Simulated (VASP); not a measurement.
Input of a VASP 6.6.1 run:

Contents of INCAR:

```
SYSTEM = K3ScV2O8
ALGO = Normal ; EDIFF = 1E-6
ENCUT = 520 ; GGA = PS
ISIF = 2 ; ISMEAR = -1
ISPIN = 2 ; LASPH = .True.
LCHARG = .False. ; LMAXMIX = 4
LORBIT = 11 ; LREAL = .False.
LWAVE = .False. ; MAGMOM = 0 0 0 0 1.5 1.5 0 0 0 0 0 0 0 0
NBANDS = 73 ; NELM = 150
PREC = Accurate ; SIGMA = 0.05
```

Contents of KPOINTS:

```
k-points
0
Gamma
  2 2 1
  0 0 0
```

The input POSCAR:

```
K3ScV2O8
1.0
    5.9506010000      0.0000000000      0.0000000000
   -2.9753000000      5.1533710000      0.0000000000
    0.0000000000      0.0000000000      7.6365980000
K Sc V O
3 1 2 8
Direct
    0.2630032951      0.7428923708      0.7842628354
    0.6376021321      0.2832708920      0.2955504532
   -0.0551251531      0.0590099180     -0.0436843736
   -0.0317669633     -0.0427293125      0.4892623653
    0.2941532277      0.5992970427      0.2814735043
    0.6604721242      0.3452109309      0.7231099503
    0.3163676811      0.6101831209      0.0624099894
    0.6311572646      0.3073522166      0.9435353282
    0.1355252498      0.7438432048      0.3631198081
    0.8038004337      0.1552770022      0.6515728601
    0.1314234132      0.2665439767      0.3331064435
    0.8476153109      0.6715022070      0.6930180167
    0.6113004949      0.7711845314      0.3591258830
    0.3717102436      0.2373203870      0.6372863938
```

Potentials or basis: VASP PAW PBE potentials, release 64 (K_sv, Sc_sv, V_sv, O).

Launch:

```console
$ cat potpaw_PBE.64/K_sv/POTCAR potpaw_PBE.64/Sc_sv/POTCAR potpaw_PBE.64/V_sv/POTCAR potpaw_PBE.64/O/POTCAR > POTCAR
$ mpirun -np 1 vasp_std > vasp.out
```

Problem. Estimate the pressure.

Solution. -0.7 GPa.

Problem. Estimate the largest force.

Solution. 3.523 eV/Å.

Problem. What does it give for the net moment?

Solution. 0.00 μB per cell.

Stress tensor (GPa, compression positive):
```
 0.04  1.08  2.41
 1.08 -1.98 -1.75
 2.41 -1.75 -0.25
```

Caveat: the k points lie up to 0.82 Å⁻¹ apart; the atoms stand as in a frame of molecular dynamics; the moments typed at the start vanished in this run; the PAW data sets were made with another functional, which shifts forces and pressure a little.
